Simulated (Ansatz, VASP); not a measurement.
**Al: VASP beside Ansatz**

```
Al
1.0
     0.00000    1.99600    1.99600
     1.99600    0.00000    1.99600
     1.99600    1.99600    0.00000
Al
1
Direct
  0.00000 0.00000 0.00000
```

Alike in both runs: task single point; functional r2SCAN; k mesh 18 × 18 × 18; occupations gaussian, width 0.1 eV; no spin polarisation.

```csv
,VASP,Ansatz
version,VASP 6.6.1,Ansatz 0.2.0
potentials or method,"VASP PAW PBE potentials, release 64 (Al)","scalar-relativistic, plane waves, PAW"
plane-wave cutoff (eV),520,500
valence electrons in the cell,3,3
```

|  | VASP | Ansatz | Ansatz less VASP |
| --- | --- | --- | --- |
| gap on the k mesh at the Fermi level (eV) | none | none | - |
| pressure (GPa) | -0.3 | 0.0 | +0.32 |

VASP's potentials were made for PBE, not for r2SCAN. A gap of «none» marks a metal or a gap that the smearing closes. With one functional, cell and mesh, what is left measures potentials, basis and numerics.
